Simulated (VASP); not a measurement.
Wanted: the native input for a VASP 6.6.1 run.

```yaml
Task: relaxation of cell and atoms
Functional: RPBE
Potentials_or_basis: VASP PAW PBE potentials, release 64 (Ni)
Cutoff: 600 eV
k_mesh: 9 × 9 × 13
Occupations: fermi-dirac, width 0.1 eV
Spin: no spin polarisation
Dipole_correction: no
Further_INCAR_settings: ALGO = Normal; EDIFF = 1e-07; IBRION = 2; EDIFFG = -0.01; NSW = 80; ISIF = 3
```

The structure of Ni lies in POSCAR:

```
Ni
1.0
    3.9540713024      0.0000000000      0.0000000000
   -1.9770356512      3.4243261962      0.0000000000
    0.0000000000      0.0000000000      2.4238457083
Ni
3
Direct
    0.0000000000      0.0000000000      0.0000000000
    0.3333333333      0.6666666667      0.5000000000
    0.6666666667      0.3333333333      0.5000000000
```

The input as run:

INCAR

```
SYSTEM = Ni
PREC = Accurate ; ENCUT = 600
EDIFF = 1E-7 ; ISMEAR = -1
SIGMA = 0.1 ; LREAL = .FALSE.
LASPH = .TRUE. ; NELM = 80
ALGO = Normal ; ISIF = 3
LWAVE = .FALSE. ; LCHARG = .FALSE.
GGA = RP ; IBRION = 2
NSW = 80 ; EDIFFG = -0.01
```

KPOINTS

```
regular mesh
0
G
  9 9 13
  0 0 0
```

Potentials or basis: VASP PAW PBE potentials, release 64 (Ni).

Command:

```sh
$ cat potpaw_PBE.64/Ni/POTCAR > POTCAR
$ mpirun -np 1 vasp_std > vasp.out
```

It gave:

```yaml
Relaxed_volume: 11.40 Å³/atom
Relaxed_cell: a = 4.033 Å, b = 4.033 Å, c = 2.428 Å, α = 90.00°, β = 90.00°, γ = 120.00°
Space_group_after_relaxing_to_0.05_Å: P6/mmm (No. 191)
Energy_gained_by_relaxing: 13.4 meV/atom
Ionic_steps: 4
Pressure_after_relaxing: 0.0 GPa
Band_gap_on_the_k_mesh: zero (band 15 reaches 9.08 eV, above the bottom of band 16 at 8.55 eV)
```

Caveat: the PAW data sets were made with another functional, which shifts forces and pressure a little; the run has no spin polarisation, though such a crystal can be magnetic.

Wall time 2.5 min on 1 thread of AMD EPYC 7R13, with other jobs on the host, peak memory 0.19 GiB.
